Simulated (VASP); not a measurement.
# ZnS (P1) in VASP: single point with PBE

Aim: the single point of ZnS with PBE.

Everything below comes from runs of VASP 6.6.1. Logs are shortened: lines on timing, memory, paths and dates and some standing lists are left out, and cuts for length are marked.

**1. The cell of the first run**

The typed cell holds 8 atoms: a = 3.845 Å, b = 3.845 Å, c = 12.663 Å, α = 87.39°, β = 84.77°, γ = 60.00°.

**2. Single point, PBE (the part above a cut slid along it)**

INCAR reads:

```
SYSTEM = ZnS
ALGO = Normal
EDIFF = 1E-6
ENCUT = 520
GGA = PE
ISIF = 2
ISMEAR = 0
LASPH = .TRUE.
LCHARG = .FALSE.
LREAL = .FALSE.
LWAVE = .FALSE.
NBANDS = 46
NELM = 60
PREC = Accurate
SIGMA = 0.05
```

KPOINTS reads:

```
k-points
0
G
  8 8 2
  0 0 0
```

POSCAR reads:

```
ZnS
1.0
   -3.8454929872      0.0000000000      0.0000000000
   -1.9227464936     -3.3302946170      0.0000000000
   -1.1536478962      0.0000000000     12.6106666151
Zn S
4 4
Direct
    0.1364253648      0.3333333333      0.6563598951
    0.2864253648      0.3333333333      0.1563598951
    0.3947586981      0.6666666667      0.9063598951
    0.5447586981      0.6666666667      0.4063598951
    0.0802413019      0.3333333333      0.8436401049
    0.2302413019      0.3333333333      0.3436401049
    0.6385746352      0.6666666667      0.0936401049
    0.4885746352      0.6666666667      0.5936401049
```

Potentials or basis: VASP PAW PBE potentials, release 64 (Zn, S).

Run with:

```
> cat potpaw_PBE.64/Zn/POTCAR potpaw_PBE.64/S/POTCAR > POTCAR
> mpirun -np 1 vasp_std > vasp.out
```

OUTCAR:

```text
SYSTEM = ZnS
   EDIFF = 1E-6
   ENCUT = 520
   GGA = PE
   ISIF = 2
   ISMEAR = 0
   LASPH = .TRUE.
   LREAL = .FALSE.
   NELM = 60
   PREC = Accurate

 ion  position               nearest neighbor table
   1  0.136  0.333  0.656-   8 2.36   8 2.36   8 2.36   5 2.36
   2  0.286  0.333  0.156-   7 2.36   7 2.36   7 2.36   6 2.36
   3  0.395  0.667  0.906-   5 2.36   5 2.36   5 2.36   7 2.63
   4  0.545  0.667  0.406-   6 2.36   6 2.36   6 2.36   8 2.36
   5  0.080  0.333  0.844-   3 2.36   3 2.36   3 2.36   1 2.36
   6  0.230  0.333  0.344-   4 2.36   4 2.36   4 2.36   2 2.36
   7  0.639  0.667  0.094-   2 2.36   2 2.36   2 2.36   3 2.63
   8  0.489  0.667  0.594-   1 2.36   1 2.36   1 2.36   4 2.36

  LATTYP: Found a base centered monoclinic cell.
 ALAT       =     3.8454929872
 B/A-ratio  =     1.7320508076
 C/A-ratio  =     3.2930304826
 COS(beta)  =    -0.0911014950

  Lattice vectors:

 A1 = (   1.9227464936,  -3.3302946170,   0.0000000000)
 A2 = (   1.9227464936,   3.3302946170,   0.0000000000)
 A3 = (  -1.1536478962,   0.0000000000,  12.6106666151)

Analysis of symmetry for initial positions (statically):
=====================================================================
 Subroutine PRICEL returns:
 Original cell was already a primitive cell.

 Routine SETGRP: Setting up the symmetry group for a
 base centered monoclinic supercell.

 Subroutine GETGRP returns: Found  1 space group operations
 (whereof  1 operations were pure point group operations)
 out of a pool of  4 trial point group operations.

The static configuration has the point symmetry C_1 .

Analysis of symmetry for dynamics (positions and initial velocities):
=====================================================================
 Subroutine PRICEL returns:
 Original cell was already a primitive cell.

 Routine SETGRP: Setting up the symmetry group for a
 base centered monoclinic supercell.

 Subroutine GETGRP returns: Found  1 space group operations
 (whereof  1 operations were pure point group operations)
 out of a pool of  4 trial point group operations.

The dynamic configuration has the point symmetry C_1 .

 Subroutine INISYM returns: Found  1 space group operations
 (whereof  1 operations are pure point group operations),
 and found     1 'primitive' translations

----------------------------------------------------------------------------------------

                                     Primitive cell

  volume of cell :     161.5001

  direct lattice vectors                    reciprocal lattice vectors
    -3.845492987  0.000000000  0.000000000    -0.260044682  0.150136867 -0.023789385
    -1.922746494 -3.330294617  0.000000000     0.000000000 -0.300273734  0.000000000
    -1.153647896  0.000000000 12.610666615     0.000000000  0.000000000  0.079297949

  length of vectors
     3.845492987  3.845492987 12.663325627     0.301214625  0.300273734  0.079297949

  position of ions in fractional coordinates (direct lattice)
     0.136425365  0.333333333  0.656359895
     0.286425365  0.333333333  0.156359895
     0.394758698  0.666666667  0.906359895
     0.544758698  0.666666667  0.406359895
     0.080241302  0.333333333  0.843640105
     0.230241302  0.333333333  0.343640105
     0.638574635  0.666666667  0.093640105
     0.488574635  0.666666667  0.593640105

  ion indices of the primitive-cell ions
   primitive index   ion index
                 1           1
                 2           2
                 3           3
                 4           4
                 5           5
                 6           6
                 7           7
                 8           8

----------------------------------------------------------------------------------------

 KPOINTS: k-points

Automatic generation of k-mesh.
 Grid dimensions read from file:
 generate k-points for:    8    8    2

 Generating k-lattice:

  Cartesian coordinates                     Fractional coordinates (reciprocal lattice)
    -0.032505585  0.018767108 -0.002973673     0.125000000  0.000000000  0.000000000
     0.000000000 -0.037534217  0.000000000     0.000000000  0.125000000  0.000000000
     0.000000000  0.000000000  0.039648975     0.000000000  0.000000000  0.500000000

  Length of vectors
     0.037651828  0.037534217  0.039648975

  Shift w.r.t. Gamma in fractional coordinates (k-lattice)
     0.000000000  0.000000000  0.000000000

 Subroutine IBZKPT returns following result:
 ===========================================

 Found     68 irreducible k-points:

 Following reciprocal coordinates:
            Coordinates               Weight
  0.000000  0.000000  0.000000      1.000000
  0.125000  0.000000  0.000000      2.000000
 -0.125000 -0.125000  0.000000      2.000000
  0.250000  0.000000  0.000000      2.000000
 -0.250000 -0.250000  0.000000      2.000000
  0.375000 -0.000000 -0.000000      2.000000
[... 16 lines left out ...]
  0.500000  0.250000  0.000000      2.000000
 -0.375000  0.250000  0.000000      2.000000
 [... further k-points ...]
   k-points           NKPTS =     68   k-points in BZ     NKDIM =     68   number of bands    NBANDS=     46
   number of dos      NEDOS =    301   number of ions     NIONS =      8
   total plane-waves  NPLWV =  86400
   dimension x,y,z NGX =    30 NGY =   30 NGZ =   96
   dimension x,y,z NGXF=    60 NGYF=   60 NGZF=  192
   ions per type =               4   4
   NGX,Y,Z   is equivalent  to a cutoff of  12.97, 12.97, 12.60 a.u.
   NGXF,Y,Z  is equivalent  to a cutoff of  25.94, 25.94, 25.21 a.u.
 SYSTEM =  ZnS
   PREC   = accura    normal or accurate (medium, high low for compatibility)
   ISTART =      0    job   : 0-new  1-cont  2-samecut
   ICHARG =      2    charge: 1-file 2-atom 10-const
   ISPIN  =      1    spin polarized calculation?
   LNONCOLLINEAR =      F non collinear calculations
   LSORBIT =      F    spin-orbit coupling
   LASPH  =      T    aspherical Exc in radial PAW
   ENCUT  =  520.0 eV  38.22 Ry    6.18 a.u.   7.15  7.15 23.55*2*pi/ulx,y,z
   NELM   =     60;   NELMIN=  2; NELMDL= -5     # of ELM steps
   EDIFF  = 0.1E-05   stopping-criterion for ELM
   LREAL  =      F    real-space projection
[... 7 lines left out ...]
   TEBEG  =    0.0;   TEEND  =   0.0 temperature during run
   PSTRESS=    0.0 pullay stress
   NELECT =      72.0000    total number of electrons
   NUPDOWN=      -1.0000    fix difference up-down
   EMIN   =  10.00;   EMAX   =-10.00  energy-range for DOS
   EFERMI =   0.00;   METHOD = LEGACY
   ISMEAR =     0;   SIGMA  =   0.05  broadening in eV -4-tet -1-fermi 0-gaus
   EFERMI_NEDOS =   21; number of points for ismear=-14 and -15
   IALGO  =     38    algorithm
   IMIX   =      4    mixing-type and parameters
     AMIX     =   0.40;   BMIX     =  1.00
     AMIX_MAG =   1.60;   BMIX_MAG =  1.00
  volume/ion in A,a.u.               =      20.19       136.23
  Fermi-wavevector in a.u.,A,eV,Ry     =   1.250628  2.363344 21.280464  1.564070
  Thomas-Fermi vector in A             =   2.384613
   LORBIT       =      0    0 simple, 1 ext, 2 COOP (PROOUT), +10 PAW based schemes
   GGA     = PE    functional components
   LHFCALC =     F    Hartree Fock is set to
   AEXX    =    0.0000 exact exchange contribution
   IVDW    =     0    specifies the selected vdW correction
   LEPSILON=     F    determine dielectric tensor
   LRPA    =     F    only Hartree local field effects (RPA)
 non-spin polarized calculation
 Gauss-broadening in eV      SIGMA  =   0.05
  energy-cutoff  :      520.00
  volume of cell :      161.50
 maximum number of plane-waves:      4383
 NGX is ok and might be reduce to    30
   NGX = 15   NGY = 15   NGZ = 47

 number of electron      72.0000023 magnetization

 Free energy of the ion-electron system (eV)
  ---------------------------------------------------
  ext. energy  EPLUGINS =         0.00000000
  ---------------------------------------------------
  free energy    TOTEN  =       -26.97670951 eV

  energy without entropy =      -26.97670951  energy(sigma->0) =      -26.97670951

 E-fermi :   2.2812     XC(G=0):  -9.5414

 val. band max:        2.0477113946   @ k =   0.0000   0.0000   0.0000
 cond. band min:       3.7602035721   @ k =   0.0000   0.0000   0.0000
 fundamental gap:      1.7124921775
 Fermi energy:         2.2812445576

 k-point     1 :       0.0000    0.0000    0.0000
  band No.  band energies     occupation
      1     -11.1265      2.00000
      2     -10.7262      2.00000
      3     -10.5514      2.00000
      4     -10.0808      2.00000
      5      -4.5400      2.00000
      6      -4.5274      2.00000
[... 38 lines left out ...]
     45       8.5710      0.00000
     46       8.6691      0.00000

 k-point     2 :       0.1250    0.0000    0.0000
  band No.  band energies     occupation
      1     -11.0280      2.00000
      2     -10.6467      2.00000
      3     -10.4638      2.00000
      4     -10.0205      2.00000
      5      -4.5397      2.00000
      6      -4.5041      2.00000
[... 38 lines left out ...]
     45       8.6497      0.00000
     46       8.7715      0.00000

 k-point     3 :      -0.1250   -0.1250    0.0000
  band No.  band energies     occupation
      1     -11.0294      2.00000
      2     -10.6457      2.00000
      3     -10.4652      2.00000
      4     -10.0182      2.00000
      5      -4.5304      2.00000
      6      -4.5162      2.00000
[... 38 lines left out ...]
     45       8.7323      0.00000
     46       8.8494      0.00000

 k-point     4 :       0.2500    0.0000    0.0000
  band No.  band energies     occupation
      1     -10.7676      2.00000
      2     -10.4408      2.00000
      3     -10.2427      2.00000
      4      -9.8735      2.00000
      5      -4.5278      2.00000
      6      -4.4484      2.00000
[... 920 lines left out ...]
     45       9.1346      0.00000
     46       9.3806      0.00000

 k-point    23 :       0.5000    0.2500    0.0000
  band No.  band energies     occupation
      1     -10.3366      2.00000
      2     -10.1061      2.00000
      3      -9.9267      2.00000
      4      -9.6495      2.00000
      5      -4.4465      2.00000
      6      -4.3408      2.00000
[... 38 lines left out ...]
     45       8.9461      0.00000
     46       9.2631      0.00000

 k-point    24 :      -0.3750    0.2500    0.0000
  band No.  band energies     occupation
      1     -10.2267      2.00000
      2     -10.0287      2.00000
      3      -9.8679      2.00000
      4      -9.6126      2.00000
      5      -4.4342      2.00000
      6      -4.3433      2.00000
[... 38 lines left out ...]
     45       9.0851      0.00000
     46       9.2735      0.00000

 [... further k-points ...]
[... 5 lines left out ...]
  --------------------------------------------------------------------------------------
  -------------------------------------------------------------------------------------
  Total       -1.0009545      0.0370377      0.0379741     -0.5486614     -0.4579555      1.8857377
  in kB       -9.9300677      0.3674357      0.3767253     -5.4430495     -4.5431921     18.7076457
  external PRESSURE =      -3.0619689 kB  Pullay stress =       0.0000000 kB

 VOLUME and BASIS-vectors are now :
 -----------------------------------------------------------------------------
  energy-cutoff  :      520.00
  volume of cell :      161.50
      direct lattice vectors                 reciprocal lattice vectors
    -3.845492987  0.000000000  0.000000000    -0.260044682  0.150136867 -0.023789385
    -1.922746494 -3.330294617  0.000000000     0.000000000 -0.300273734  0.000000000
    -1.153647896  0.000000000 12.610666615     0.000000000  0.000000000  0.079297949

 POSITION                                       TOTAL-FORCE (eV/Angst)
 -----------------------------------------------------------------------------------
     -1.92275     -1.11010      8.27714        -0.035813      0.022622     -0.103432
     -1.92275     -1.11010      1.97180        -0.064686      0.127066      0.056612
     -3.84549     -2.22020     11.42980        -0.378524     -0.047456      0.234122
     -3.84549     -2.22020      5.12447         0.001423      0.003008     -0.108586
     -1.92275     -1.11010     10.63886        -0.209147      0.129314      0.079654
     -1.92275     -1.11010      4.33353         0.036390     -0.017088      0.123133
     -3.84549     -2.22020      1.18086         0.654667     -0.226589     -0.373059
     -3.84549     -2.22020      7.48620        -0.004309      0.009123      0.091556
 -----------------------------------------------------------------------------------
    total drift:                                0.000071      0.000110     -0.000424

  FREE ENERGIE OF THE ION-ELECTRON SYSTEM (eV)
  ---------------------------------------------------
  free  energy   TOTEN  =       -26.9767095075 eV

  energy  without entropy=      -26.9767095075  energy(sigma->0) =      -26.97670951
```

Run time: 11 min. Hardware: 1 thread of Intel Xeon Platinum 8259CL at 2.50GHz (Skylake/Cascade Lake), shared host; peak memory 0.52 GiB.

Results:

```
Free energy            : -26.9767 eV
Pressure               : -0.3 GPa
Largest force          : 0.787 eV/Å
Band gap on the k mesh : 1.71 eV
```

Forces on the atoms (eV/Å):
```
Zn  -0.036  0.023 -0.103
Zn  -0.065  0.127  0.057
Zn  -0.379 -0.047  0.234
Zn   0.001  0.003 -0.109
S   -0.209  0.129  0.080
S    0.036 -0.017  0.123
S    0.655 -0.227 -0.373
S   -0.004  0.009  0.092
```

Stress tensor (GPa, compression positive):
```
-0.99 -0.54  1.87
-0.54  0.04 -0.45
 1.87 -0.45  0.04
```

Levels at points of the mesh, in eV from the valence-band top:
```tsv
k point	band 34	band 35	band 36	band 37	band 38	band 39
(0.00, 0.00, 0.00)	-0.20	-0.11	0.00	1.71	2.95	3.21
(0.50, 0.00, 0.00)	-1.57	-1.07	-0.89	2.54	3.37	3.59
(0.50, 0.50, 0.00)	-1.56	-1.21	-0.89	2.81	3.60	3.70
(0.00, 0.50, 0.00)	-1.44	-1.30	-1.01	2.73	3.41	3.69
(0.00, 0.00, 0.50)	-0.34	-0.14	-0.12	2.37	2.87	3.05
(0.50, 0.00, 0.50)	-1.37	-1.09	-0.99	2.69	3.57	3.69
(0.50, 0.50, 0.50)	-1.42	-1.11	-0.83	2.51	3.35	3.66
(0.00, 0.50, 0.50)	-1.47	-1.07	-1.02	2.69	3.35	3.65
```

Caveat: the cell differs from its parent crystal (the part above a cut slid along it).
